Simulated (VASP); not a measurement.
Wanted: the native input for a VASP 6.6.1 run.

* Task: single point
* Functional: r2SCAN
* Potentials or basis: VASP PAW PBE potentials, release 64 (W_sv, S)
* Cutoff: 520 eV
* k mesh: 12 × 12 × 2
* Occupations: gaussian, width 0.01 eV
* Spin: no spin polarisation
* Dipole correction: no
* Further INCAR settings: ALGO = Normal; EDIFF = 1e-07; NBANDS = 35

Slab: WS2, a slab with vacuum.

```
W S
1.0
     3.18321    0.00000    0.00000
    -1.59160    2.75674    0.00000
     0.00000    0.00000   23.66876
W S
2 4
Direct
  0.66667 0.33333 0.36268
  0.33333 0.66667 0.63732
  0.66667 0.33333 0.70318
  0.33333 0.66667 0.42856
  0.66667 0.33333 0.57144
  0.33333 0.66667 0.29682
```

The input as run:

POSCAR

```
WS2
1.0
    3.1832085602      0.0000000000      0.0000000000
   -1.5916042801      2.7567394786      0.0000000000
    0.0000000000      0.0000000000     23.6687632500
W S
2 4
Direct
    0.6666666667      0.3333333333      0.3626824600
    0.3333333333      0.6666666667      0.6373175400
    0.6666666667      0.3333333333      0.7031838900
    0.3333333333      0.6666666667      0.4285581700
    0.6666666667      0.3333333333      0.5714418300
    0.3333333333      0.6666666667      0.2968161100
```

INCAR.step1

```
SYSTEM = WS2
ALGO = Normal
EDIFF = 1E-4
ENCUT = 520
GGA = PE
ISMEAR = 0
LASPH = .TRUE.
LCHARG = .FALSE.
LREAL = .FALSE.
LWAVE = .TRUE.
NBANDS = 35
NELM = 80
PREC = Accurate
SIGMA = 0.01
```

INCAR.step2

```
SYSTEM = WS2
ALGO = Normal
EDIFF = 1E-7
ENCUT = 520
ISIF = 2
ISMEAR = 0
ISTART = 1
LASPH = .TRUE.
LCHARG = .FALSE.
LMIXTAU = .TRUE.
LREAL = .FALSE.
LWAVE = .FALSE.
METAGGA = R2SCAN
NBANDS = 35
NELM = 80
PREC = Accurate
SIGMA = 0.01
```

KPOINTS

```
k-points
0
G
  12 12 2
  0 0 0
```

Potentials or basis: VASP PAW PBE potentials, release 64 (W_sv, S).

Run with:

```bash
$ cat potpaw_PBE.64/W_sv/POTCAR potpaw_PBE.64/S/POTCAR > POTCAR
$ cp INCAR.step1 INCAR
$ mpirun -np 1 vasp_std > vasp.out
$ cp INCAR.step2 INCAR
$ mpirun -np 1 vasp_std > vasp.out
```

Results of the run:

The largest force is 0.013 eV/Å and the band gap on the k mesh is 1.58 eV, indirect (least direct gap 1.90 eV).

Caveat: the PAW data sets were made with another functional, which shifts forces and pressure a little; spin-orbit coupling is left out, which moves the levels of the heavy elements.

Wall time 42 min on 1 thread of Oxide Virtual Turin-like Processor (shared host), peak memory 0.46 GiB.
